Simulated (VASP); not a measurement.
A run of VASP 6.6.1 is set up as follows.

Contents of INCAR:

```
SYSTEM = Si6O11
PREC = Accurate
ENCUT = 520
EDIFF = 1E-7
ISMEAR = 0
SIGMA = 0.05
LREAL = Auto
LASPH = .TRUE.
NELM = 60
ALGO = Normal
ISIF = 2
LWAVE = .FALSE.
LCHARG = .TRUE.
GGA = PE
LELF = .TRUE.
LVHAR = .TRUE.
NELECT = 88.0
NBANDS = 59
```

File KPOINTS:

```
regular mesh
0
G
  4 4 2
  0 0 0
```

The input POSCAR:

```
Si6O11
1.0
   -2.5103274377      4.3480146658      0.0000000000
    0.0000000000      0.0000000000      5.5092660079
    7.5309823132      4.3480146658      0.0000000000
Si O
6 11
Direct
    0.7617495765      0.3333333333      0.2382504235
    0.2617495765      0.3333333333      0.7382504235
    0.9765008470      0.6666666667      0.5000000000
    0.4765008470      0.6666666667      0.0000000000
    0.2617495765      0.0000000000      0.2617495765
    0.7617495765      0.0000000000      0.7617495765
    0.0486521033      0.2055717715      0.2072260374
    0.5486521033      0.2055717715      0.7072260374
    0.7865130045      0.5389051049      0.3720609296
    0.2865130045      0.5389051049      0.8720609296
    0.6648348922      0.8722384382      0.9207130329
    0.2865130045      0.7944282285      0.1279390704
    0.7865130045      0.7944282285      0.6279390704
    0.6648348922      0.4610948951      0.0792869671
    0.1648348922      0.4610948951      0.5792869671
    0.5346076490      0.0697656360      0.3218122145
    0.0486521033      0.1277615618      0.7927739626
```

Potentials or basis: VASP PAW PBE potentials, release 64 (Si, O).

Run with:

```bash
$ cat potpaw_PBE.64/Si/POTCAR potpaw_PBE.64/O/POTCAR > POTCAR
$ mpirun -np 1 vasp_std > vasp.out
```

(1) What does it give for the largest force?

Answers

(1) 5.921 eV/Å.

Caveat: the k points lie up to 0.36 Å⁻¹ apart; the cell carries a net charge on a neutralising background, which shifts energy and pressure; the cell differs from its parent crystal (atoms taken out, atom 16 moved 0.125 of the way to it and +0.250 Å across, host rigid).
